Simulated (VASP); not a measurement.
# Tl2Os (R-3m) in VASP: single point with PBE

Aim: the single point of Tl2Os with PBE.

Program: VASP 6.6.1. These are calculated values, not measurements. Logs are shortened: lines on timing, memory, paths and dates and some standing lists are left out, and cuts for length are marked.

### Step 1. The cell of the first run

The structure is trigonal, space group R-3m (No. 166). Conventional cell: a = 3.053 Å, b = 3.053 Å, c = 27.236 Å, α = 90.00°, β = 90.00°, γ = 120.00°. Tl (site symmetry 3m) has 3 Os at 3.01 Å and 6 Tl at 3.05 Å within 4.0 Å. Within 4.0 Å of Os (site symmetry -3m) lie 6 Tl at 3.01 Å and 6 Os at 3.05 Å.

### Step 2. Single point, PBE

INCAR

```
ALGO     = Normal         # electronic algorithm
EDIFF    = 1E-6           # SCF threshold, eV
ENCUT    = 520            # plane-wave cutoff, eV
GGA      = PE             # functional
ISIF     = 2              # what is computed and relaxed
ISMEAR   = 0              # smearing method
LASPH    = True           # aspherical terms in the spheres
LCHARG   = True           # write CHGCAR
LELF     = True           # ELF
LREAL    = False          # projectors in reciprocal space
LVHAR    = True         
LWAVE    = False          # write WAVECAR
NBANDS   = 24             # bands
NELM     = 60             # most SCF steps
PREC     = Accurate       # precision mode
SIGMA    = 0.1            # smearing width, eV
```

KPOINTS

```
k-points
0
Gamma
  6 6 6
```

POSCAR

```
Tl2Os
1.0
    1.5267094738      0.8814461257      9.0788051424
   -1.5267094738      0.8814461257      9.0788051424
    0.0000000000     -1.7628922513      9.0788051425
Tl Os
2 1
Direct
    0.7563516644      0.7563516644      0.7563516644
    0.2436483356      0.2436483356      0.2436483356
    0.0000000000      0.0000000000      0.0000000000
```

Potentials or basis: VASP PAW PBE potentials, release 64 (Tl_d, Os).

Run with:

```console
$ cat potpaw_PBE.64/Tl_d/POTCAR potpaw_PBE.64/Os/POTCAR > POTCAR
$ mpirun -np 1 vasp_std > vasp.out
```

OUTCAR:

```text
EDIFF = 1E-6
   ENCUT = 520
   GGA = PE
   ISIF = 2
   ISMEAR = 0
   LASPH = True
   LREAL = False
   NELM = 60
   PREC = Accurate

 ion  position               nearest neighbor table
   1  0.756  0.756  0.756-   3 3.01   3 3.01   3 3.01
   2  0.244  0.244  0.244-   3 3.01   3 3.01   3 3.01
   3  0.000  0.000  0.000-   1 3.01   1 3.01   2 3.01   2 3.01   1 3.01   2 3.01

  LATTYP: Found a trigonal (rhomboedric) cell.
 ALAT       =     9.2483777985
 COS(alpha) =     0.9454980963

  Lattice vectors:

 A1 = (   1.5267094738,   0.8814461257,   9.0788051424)
 A2 = (  -1.5267094738,   0.8814461257,   9.0788051424)
 A3 = (   0.0000000000,  -1.7628922513,   9.0788051425)

Analysis of symmetry for initial positions (statically):
=====================================================================
 Subroutine PRICEL returns:
 Original cell was already a primitive cell.

 Routine SETGRP: Setting up the symmetry group for a
 trigonal (rhombohedral) supercell.

 Subroutine GETGRP returns: Found 12 space group operations
 (whereof 12 operations were pure point group operations)
 out of a pool of 12 trial point group operations.

The static configuration has the point symmetry D_3d.

Analysis of symmetry for dynamics (positions and initial velocities):
=====================================================================
 Subroutine PRICEL returns:
 Original cell was already a primitive cell.

 Routine SETGRP: Setting up the symmetry group for a
 trigonal (rhombohedral) supercell.

 Subroutine GETGRP returns: Found 12 space group operations
 (whereof 12 operations were pure point group operations)
 out of a pool of 12 trial point group operations.

The dynamic configuration has the point symmetry D_3d.

 Subroutine INISYM returns: Found 12 space group operations
 (whereof 12 operations are pure point group operations),
 and found     1 'primitive' translations

----------------------------------------------------------------------------------------

                                     Primitive cell

  volume of cell :      73.3048

  direct lattice vectors                    reciprocal lattice vectors
     1.526709474  0.881446126  9.078805142     0.327501734  0.189083214  0.036715551
    -1.526709474  0.881446126  9.078805142    -0.327501734  0.189083214  0.036715551
     0.000000000 -1.762892251  9.078805143     0.000000000 -0.378166429  0.036715551

  length of vectors
     9.248377798  9.248377798  9.248377799     0.379944574  0.379944574  0.379944574

  position of ions in fractional coordinates (direct lattice)
     0.756351664  0.756351664  0.756351664
     0.243648336  0.243648336  0.243648336
     0.000000000  0.000000000  0.000000000

  ion indices of the primitive-cell ions
   primitive index   ion index
                 1           1
                 2           2
                 3           3

----------------------------------------------------------------------------------------

 KPOINTS: k-points

Automatic generation of k-mesh.
 Grid dimensions read from file:
 generate k-points for:    6    6    6

 Generating k-lattice:

  Cartesian coordinates                     Fractional coordinates (reciprocal lattice)
     0.054583622  0.031513869  0.006119259     0.166666667  0.000000000  0.000000000
    -0.054583622  0.031513869  0.006119259     0.000000000  0.166666667  0.000000000
     0.000000000 -0.063027738  0.006119259     0.000000000  0.000000000  0.166666667

  Length of vectors
     0.063324096  0.063324096  0.063324096

  Shift w.r.t. Gamma in fractional coordinates (k-lattice)
     0.000000000  0.000000000  0.000000000

 Subroutine IBZKPT returns following result:
 ===========================================

 Found     32 irreducible k-points:

 Following reciprocal coordinates:
            Coordinates               Weight
  0.000000  0.000000  0.000000      1.000000
  0.166667  0.000000  0.000000      6.000000
  0.333333 -0.000000  0.000000      6.000000
  0.500000 -0.000000  0.000000      3.000000
  0.166667  0.166667  0.000000      6.000000
  0.333333  0.166667  0.000000     12.000000
[... 16 lines left out ...]
  0.500000  0.500000  0.166667      6.000000
 -0.333333  0.500000  0.166667     12.000000
 [... further k-points ...]
   k-points           NKPTS =     32   k-points in BZ     NKDIM =     32   number of bands    NBANDS=     24
   number of dos      NEDOS =    301   number of ions     NIONS =      3
   total plane-waves  NPLWV = 343000
   dimension x,y,z NGX =    70 NGY =   70 NGZ =   70
   dimension x,y,z NGXF=   140 NGYF=  140 NGZF=  140
   ions per type =               2   1
   NGX,Y,Z   is equivalent  to a cutoff of  12.58, 12.58, 12.58 a.u.
   NGXF,Y,Z  is equivalent  to a cutoff of  25.17, 25.17, 25.17 a.u.
 SYSTEM =  unknown system
   PREC   = accura    normal or accurate (medium, high low for compatibility)
   ISTART =      0    job   : 0-new  1-cont  2-samecut
   ICHARG =      2    charge: 1-file 2-atom 10-const
   ISPIN  =      1    spin polarized calculation?
   LNONCOLLINEAR =      F non collinear calculations
   LSORBIT =      F    spin-orbit coupling
   LASPH  =      T    aspherical Exc in radial PAW
   ENCUT  =  520.0 eV  38.22 Ry    6.18 a.u.  17.20 17.20 17.20*2*pi/ulx,y,z
   NELM   =     60;   NELMIN=  2; NELMDL= -5     # of ELM steps
   EDIFF  = 0.1E-05   stopping-criterion for ELM
   LREAL  =      F    real-space projection
   EDIFFG = 0.1E-04   stopping-criterion for IOM
   NSW    =      0    number of steps for IOM
   IBRION =     -1    ionic relax: 0-MD 1-quasi-New 2-CG
   NFREE  =      0    steps in history (QN), initial steepest desc. (CG)
   ISIF   =      2    stress and relaxation
   ISYM   =      2    0-nonsym 1-usesym 2-fastsym
   POTIM  = 0.5000    time-step for ionic-motion
   TEBEG  =    0.0;   TEEND  =   0.0 temperature during run
   PSTRESS=    0.0 pullay stress
   NELECT =      34.0000    total number of electrons
   NUPDOWN=      -1.0000    fix difference up-down
   EMIN   =  10.00;   EMAX   =-10.00  energy-range for DOS
   EFERMI =   0.00;   METHOD = LEGACY
   ISMEAR =     0;   SIGMA  =   0.10  broadening in eV -4-tet -1-fermi 0-gaus
   EFERMI_NEDOS =   21; number of points for ismear=-14 and -15
   IALGO  =     38    algorithm
   IMIX   =      4    mixing-type and parameters
     AMIX     =   0.40;   BMIX     =  1.00
     AMIX_MAG =   1.60;   BMIX_MAG =  1.00
  volume/ion in A,a.u.               =      24.43       164.89
  Fermi-wavevector in a.u.,A,eV,Ry     =   1.267235  2.394727 21.849379  1.605884
  Thomas-Fermi vector in A             =   2.400394
   LORBIT       =      0    0 simple, 1 ext, 2 COOP (PROOUT), +10 PAW based schemes
   GGA     = PE    functional components
   LHFCALC =     F    Hartree Fock is set to
   AEXX    =    0.0000 exact exchange contribution
   IVDW    =     0    specifies the selected vdW correction
   LEPSILON=     F    determine dielectric tensor
   LRPA    =     F    only Hartree local field effects (RPA)
 non-spin polarized calculation
 Gauss-broadening in eV      SIGMA  =   0.10
  energy-cutoff  :      520.00
  volume of cell :       73.30
 maximum number of plane-waves:      1986
 NGX is ok and might be reduce to    70
   NGX = 35   NGY = 35   NGZ = 35

 number of electron      34.0000003 magnetization

 Free energy of the ion-electron system (eV)
  ---------------------------------------------------
  ext. energy  EPLUGINS =         0.00000000
  ---------------------------------------------------
  free energy    TOTEN  =       -12.98432229 eV

  energy without entropy =      -12.98298192  energy(sigma->0) =      -12.98365210

 E-fermi :   6.3830     XC(G=0): -10.7211

 val. band max:        6.2211642135   @ k =   0.5000   0.5000   0.1667
 cond. band min:       6.5453917083   @ k =   0.1667   0.0000   0.0000
 fundamental gap:      0.3242274948
 Fermi energy:         6.3829914750

 k-point     1 :       0.0000    0.0000    0.0000
  band No.  band energies     occupation
      1      -5.8603      2.00000
      2      -5.8520      2.00000
      3      -5.4061      2.00000
      4      -5.4061      2.00000
      5      -5.4015      2.00000
      6      -5.4015      2.00000
[... 16 lines left out ...]
     23      18.7800      0.00000
     24      19.3823      0.00000

 k-point     2 :       0.1667    0.0000    0.0000
  band No.  band energies     occupation
      1      -5.6777      2.00000
      2      -5.6731      2.00000
      3      -5.3633      2.00000
      4      -5.3561      2.00000
      5      -5.1560      2.00000
      6      -5.1519      2.00000
[... 16 lines left out ...]
     23      17.7216      0.00000
     24      17.8817      0.00000

 k-point     3 :       0.3333   -0.0000    0.0000
  band No.  band energies     occupation
      1      -5.9207      2.00000
      2      -5.9105      2.00000
      3      -5.2515      2.00000
      4      -5.1932      2.00000
      5      -4.8651      2.00000
      6      -4.8248      2.00000
[... 16 lines left out ...]
     23      14.8842      0.00000
     24      15.1031      0.00000

 k-point     4 :       0.5000   -0.0000    0.0000
  band No.  band energies     occupation
      1      -6.0633      2.00000
      2      -6.0496      2.00000
      3      -5.4227      2.00000
      4      -5.3645      2.00000
      5      -4.7873      2.00000
      6      -4.7583      2.00000
[... 16 lines left out ...]
     23      13.2795      0.00000
     24      13.5222      0.00000

 k-point     5 :       0.1667    0.1667    0.0000
  band No.  band energies     occupation
      1      -5.6781      2.00000
      2      -5.6728      2.00000
      3      -5.3638      2.00000
      4      -5.3555      2.00000
      5      -5.1560      2.00000
      6      -5.1518      2.00000
[... 451 lines left out ...]
 k-point    22 :      -0.1667    0.3333    0.1667
  band No.  band energies     occupation
      1      -5.7311      2.00000
      2      -5.7144      2.00000
      3      -5.3304      2.00000
      4      -5.2633      2.00000
      5      -4.8908      2.00000
      6      -4.8810      2.00000
[... 16 lines left out ...]
     23      12.1068      0.00000
     24      13.2405      0.00000

 k-point    23 :       0.5000    0.5000    0.1667
  band No.  band energies     occupation
      1      -5.9231      2.00000
      2      -5.9081      2.00000
      3      -5.2578      2.00000
      4      -5.1898      2.00000
      5      -4.8485      2.00000
      6      -4.8379      2.00000
[... 16 lines left out ...]
     23      14.8160      0.00000
     24      14.8785      0.00000

 k-point    24 :      -0.3333    0.5000    0.1667
  band No.  band energies     occupation
      1      -5.7314      2.00000
      2      -5.7138      2.00000
      3      -5.3276      2.00000
      4      -5.2673      2.00000
      5      -4.8923      2.00000
      6      -4.8810      2.00000
[... 16 lines left out ...]
     23      11.9804      0.00000
     24      12.9507      0.00000

 [... further k-points ...]
[... 5 lines left out ...]
  --------------------------------------------------------------------------------------
  -------------------------------------------------------------------------------------
  Total        0.0008101      0.0008101     -0.0926245      0.0000000     -0.0000000      0.0000000
  in kB        0.0177068      0.0177068     -2.0244364      0.0000000     -0.0000000      0.0000000
  external PRESSURE =      -0.6630076 kB  Pullay stress =       0.0000000 kB

 VOLUME and BASIS-vectors are now :
 -----------------------------------------------------------------------------
  energy-cutoff  :      520.00
  volume of cell :       73.30
      direct lattice vectors                 reciprocal lattice vectors
     1.526709474  0.881446126  9.078805142     0.327501734  0.189083214  0.036715551
    -1.526709474  0.881446126  9.078805142    -0.327501734  0.189083214  0.036715551
     0.000000000 -1.762892251  9.078805143     0.000000000 -0.378166429  0.036715551

 POSITION                                       TOTAL-FORCE (eV/Angst)
 -----------------------------------------------------------------------------------
      0.00000      0.00000     20.60031         0.000000     -0.000000     -0.009620
      0.00000      0.00000      6.63611         0.000000      0.000000      0.009620
      0.00000      0.00000      0.00000         0.000000      0.000000     -0.000000
 -----------------------------------------------------------------------------------
    total drift:                               -0.000000      0.000000     -0.000000

  FREE ENERGIE OF THE ION-ELECTRON SYSTEM (eV)
  ---------------------------------------------------
  free  energy   TOTEN  =       -12.9843222919 eV

  energy  without entropy=      -12.9829819179  energy(sigma->0) =      -12.98365210
```

It took 5.8 min on 1 thread of Intel Xeon Platinum 8375C at 2.90GHz (Ice Lake), shared host; peak memory 0.68 GiB.

Results:

* Free energy: -12.9843 eV
* Pressure: -0.1 GPa
* Largest force: 0.010 eV/Å
* Band gap on the k mesh: 0.32 eV, indirect (least direct gap 0.87 eV)

Forces on the atoms (eV/Å):
```
Tl   0.000  0.000 -0.010
Tl   0.000  0.000  0.010
Os   0.000  0.000  0.000
```

Stress tensor (GPa, compression positive):
```
 0.00  0.00  0.00
 0.00  0.00  0.00
 0.00  0.00 -0.20
```

Caveat: spin-orbit coupling is left out, which moves the levels of the heavy elements. A k mesh can miss the band edges.
